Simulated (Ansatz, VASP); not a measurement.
## Two plane-wave programs on La

```
CELL_PARAMETERS angstrom
3.75000 0.00000 0.00000
-1.87500 3.24760 0.00000
0.00000 0.00000 6.00930
ATOMIC_POSITIONS crystal
La 0.66667 0.33333 0.75000
La 0.33333 0.66667 0.25000
```

Alike in both runs: functional PBE; k mesh 7 × 7 × 4; occupations fermi-dirac, width 0.05 eV; no spin polarisation.

|  | VASP | Ansatz |
| --- | --- | --- |
| version | VASP 6.6.1 | Ansatz 0.2.0 |
| potentials or method | VASP PAW PBE potentials, release 64 (La) | Ansatz PAW |
| plane-wave cutoff (eV) | 520 | 420 |
| valence electrons in the cell | 22 | 22 |
| task | single point | band structure |

Ansatz gave:

| Property | Result |
| --- | --- |
| gap on the k mesh at the Fermi level (eV) | none |
| pressure (GPa) | 1.0 |
| traceless stress, the component that is largest in VASP (GPa) | 0.83 |

Q: What did VASP give for the same quantities?

A: gap on the k mesh at the Fermi level (eV): none; pressure (GPa): 1.1; traceless stress, the component that is largest in VASP (GPa): 0.81.

A gap of «none» marks a metal or a gap that the smearing closes.

Neither program's run includes spin-orbit coupling.
